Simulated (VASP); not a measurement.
Here is a VASP 6.6.1 calculation.

INCAR

```
SYSTEM = B3O
PREC     = Accurate       ! precision mode
ENCUT    = 520            ! plane-wave cutoff, eV
EDIFF    = 1E-7           ! SCF threshold, eV
ISMEAR   = 0              ! smearing method
SIGMA    = 0.1            ! smearing width, eV
LREAL    = .FALSE.        ! projectors in reciprocal space
LASPH    = .TRUE.         ! aspherical terms in the spheres
NELM     = 80             ! most SCF steps
ALGO     = Normal         ! electronic algorithm
ISIF     = 2              ! what is computed and relaxed
LWAVE    = .FALSE.        ! write WAVECAR
LCHARG   = .FALSE.        ! write CHGCAR
GGA      = PE             ! functional
NBANDS   = 16             ! bands
```

Contents of KPOINTS:

```
Automatic mesh
0
G
  26 26 26
  0 0 0
```

POSCAR

```
B3O
1.0
   -1.2064249624      1.2064249624      5.7567672105
    1.2064249624     -1.2064249624      5.7567672105
    1.2064249624      1.2064249624     -5.7567672105
B O
3 1
Direct
    0.5000000000      0.5000000000      0.0000000000
    0.2500000000      0.7500000000      0.5000000000
    0.7500000000      0.2500000000      0.5000000000
    0.0000000000      0.0000000000      0.0000000000
```

Potentials or basis: VASP PAW PBE potentials, release 64 (B, O).

Launch:

```console
$ cat potpaw_PBE.64/B/POTCAR potpaw_PBE.64/O/POTCAR > POTCAR
$ mpirun -np 1 vasp_std > vasp.out
```

Q: What does it give for the pressure?

A: -0.1 GPa.

Caveat: an odd number of electrons without spin polarisation forces a metal; a magnetic or distorted state may lie lower.
